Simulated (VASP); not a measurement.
**SrCl2: relaxation of cell and atoms with PBEsol+D3(BJ)**

Crystal: SrCl2.

```
CELL_PARAMETERS angstrom
0.00000 3.48835 3.48835
3.48835 0.00000 3.48835
3.48835 3.48835 0.00000
ATOMIC_POSITIONS crystal
Sr 0.00000 0.00000 0.00000
Cl 0.75000 0.75000 0.75000
Cl 0.25000 0.25000 0.25000
```

```
Program                : VASP 6.6.1
Task                   : relaxation of cell and atoms
Functional             : PBEsol
Dispersion             : D3(BJ)
Potentials or basis    : VASP PAW PBE potentials, release 64 (Sr_sv, Cl)
Cutoff                 : 600 eV
k mesh                 : 7 × 7 × 7
Occupations            : fermi-dirac, width 0.05 eV
Spin                   : no spin polarisation
Dipole correction      : no
Further INCAR settings : ALGO = Normal; EDIFF = 1e-06; IBRION = 2; EDIFFG = -0.01; NSW = 60; ISIF = 3
```

| Property | Result |
| --- | --- |
| Relaxed volume | 26.67 Å³/atom |
| Relaxed cell | a = 4.837 Å, b = 4.837 Å, c = 4.837 Å, α = 60.00°, β = 60.00°, γ = 60.00° |
| Space group after relaxing (to 0.05 Å) | Fm-3m (No. 225) |
| Energy gained by relaxing | 11.6 meV/atom |
| Ionic steps | 3 |
| Pressure after relaxing | 0.0 GPa |
| Band gap on the k mesh | 5.39 eV, indirect (least direct gap 5.54 eV) |
| Dispersion energy per atom | -0.222 eV |

Step by step:
```tsv
step	energy change (eV)	largest force (eV/Å)	pressure (GPa)	volume (Å³)
1	0.0000	0.0000	-2.16	84.90
2	-0.0346	0.0000	-0.15	80.30
3	-0.0348	0.0000	0.00	80.01
```

Final structure:
```
Sr Cl
1.0
     0.00000    3.42015    3.42015
     3.42015    0.00000    3.42015
     3.42015    3.42015    0.00000
Sr Cl
1 2
Direct
  0.00000 0.00000 0.00000
  0.75000 0.75000 0.75000
  0.25000 0.25000 0.25000
```

Levels at points of the mesh, in eV from the valence-band top:
| k point | band 10 | band 11 | band 12 | band 13 | band 14 | band 15 |
| --- | --- | --- | --- | --- | --- | --- |
| (0.00, 0.00, 0.00) | -0.33 | -0.33 | -0.33 | 5.39 | 5.97 | 5.97 |

Run time: 63 s on 1 thread of Intel(R) Xeon(R) Platinum 8375C CPU @ 2.90GHz (Ice Lake), with other jobs on the host, peak memory 0.26 GiB.

Caveat: the PAW data sets were made with another functional, which shifts forces and pressure a little. A hybrid or GW would open this gap; PBEsol tends to underestimate it.
